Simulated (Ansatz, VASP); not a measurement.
Two plane-wave programs on SnPb5S6

```
Sn Pb S
1.0
     4.24559    0.00000    0.00000
     0.00000    4.24559    0.00000
     0.00000    0.00000   18.01253
Sn Pb S
1 5 6
Direct
  0.50000 0.50000 0.50000
  0.00000 0.00000 0.00000
  0.50000 0.50000 0.16667
  0.00000 0.00000 0.33333
  0.00000 0.00000 0.66667
  0.50000 0.50000 0.83333
  0.00000 0.00000 0.16667
  0.50000 0.50000 0.33333
  0.00000 0.00000 0.50000
  0.50000 0.50000 0.66667
  0.00000 0.00000 0.83333
  0.50000 0.50000 0.00000
```

Alike in both runs: task single point; functional PBE; k mesh 4 × 4 × 1; occupations gaussian, width 0.1 eV; no spin polarisation.

|  | VASP | Ansatz |
| --- | --- | --- |
| version | VASP 6.6.1 | Ansatz 0.2.0 |
| potentials or method | VASP PAW PBE potentials, release 64 (Sn_d, Pb_d, S), cutoff 520 eV | scalar-relativistic, plane waves, PAW |
| valence electrons in the cell | 120 | 120 |

VASP gave:

| Property | Result |
| --- | --- |
| gap on the k mesh at the Fermi level (eV) | 0.74 |
| least direct gap on the mesh (eV) | 0.74 |
| pressure (GPa) | -0.7 |
| traceless stress, the component that is largest in VASP (GPa) | -1.24 |
| rms of the force components (eV/Å) | 0.043 |

Which values does Ansatz return?

gap on the k mesh at the Fermi level (eV): 0.73; least direct gap on the mesh (eV): 0.73; pressure (GPa): -0.6; traceless stress, the component that is largest in VASP (GPa): -1.25; rms of the force components (eV/Å): 0.043.

Atom by atom the forces differ by 0.000 eV/Å (rms over components). With one functional, cell and mesh, what is left measures potentials, basis and numerics.

Neither program's run includes spin-orbit coupling.
